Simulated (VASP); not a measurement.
**Li: relaxation of cell and atoms with PBEsol**

Crystal: Li.

```
Li
1.0
    -1.91157    1.91157    1.91157
     1.91157   -1.91157    1.91157
     1.91157    1.91157   -1.91157
Li
1
Cartesian
  0.0000 0.0000 0.0000
```

| Property | Result |
| --- | --- |
| Program | VASP 6.6.1 |
| Task | relaxation of cell and atoms |
| Functional | PBEsol |
| Potentials or basis | VASP PAW PBE potentials, release 64 (Li_sv) |
| Cutoff | 600 eV |
| k mesh | 16 × 16 × 16 |
| Occupations | gaussian, width 0.1 eV |
| Spin | no spin polarisation |
| Dipole correction | no |
| Further INCAR settings | ALGO = Fast; EDIFF = 1e-07; IBRION = 2; EDIFFG = -0.01; NSW = 80; ISIF = 3 |

| Item | Value |
| --- | --- |
| Relaxed volume | 20.06 Å³/atom |
| Relaxed cell | a = 2.965 Å, b = 2.965 Å, c = 2.965 Å, α = 109.47°, β = 109.47°, γ = 109.47° |
| Space group after relaxing (to 0.1 Å) | Im-3m (No. 229) |
| Energy gained by relaxing | 84.5 meV/atom |
| Ionic steps | 6 |
| Pressure after relaxing | 0.0 GPa |
| Band gap on the k mesh | zero (an odd number of electrons rules out a gap without spin polarisation) |

The path:
| step | energy change (eV) | largest force (eV/Å) | pressure (GPa) | volume (Å³) |
| --- | --- | --- | --- | --- |
| 1 | 0.0000 | 0.0000 | -2.68 | 27.94 |
| 2 | -0.0294 | 0.0000 | -2.41 | 26.09 |
| 3 | -0.0747 | 0.0000 | -1.29 | 22.32 |
| 4 | -0.0299 | 0.0000 | 4.95 | 15.90 |
| 5 | -0.0842 | 0.0000 | -0.27 | 20.46 |
| 6 | -0.0845 | 0.0000 | 0.00 | 20.06 |

Final structure:
```
Li
1.0
    -1.71179    1.71179    1.71179
     1.71179   -1.71179    1.71179
     1.71179    1.71179   -1.71179
Li
1
Direct
  0.00000 0.00000 0.00000
```

Levels at points of the mesh, in eV from the Fermi level:
```
           k point  band 1  band 2  band 3  band 4  band 5
(0.00, 0.00, 0.00)  -45.88   -3.57   14.75   14.75   14.75
(0.50, 0.00, 0.00)  -45.86    0.25    3.30   10.46   11.94
(0.50, 0.50, 0.50)  -45.84    5.57    5.57    5.57    7.82
```

Run time: 3.1 min on 1 thread of Intel Xeon 8259CL (shared host), peak memory 0.17 GiB.

Caveat: the cutoff is under 1.25 times the usual one of these potentials, so pressure, stress and relaxed cells hold a basis-set (Pulay) error; the volume moved by over 15 % at a fixed basis, so the end points are rough; the PAW data sets were made with another functional, which shifts forces and pressure a little.
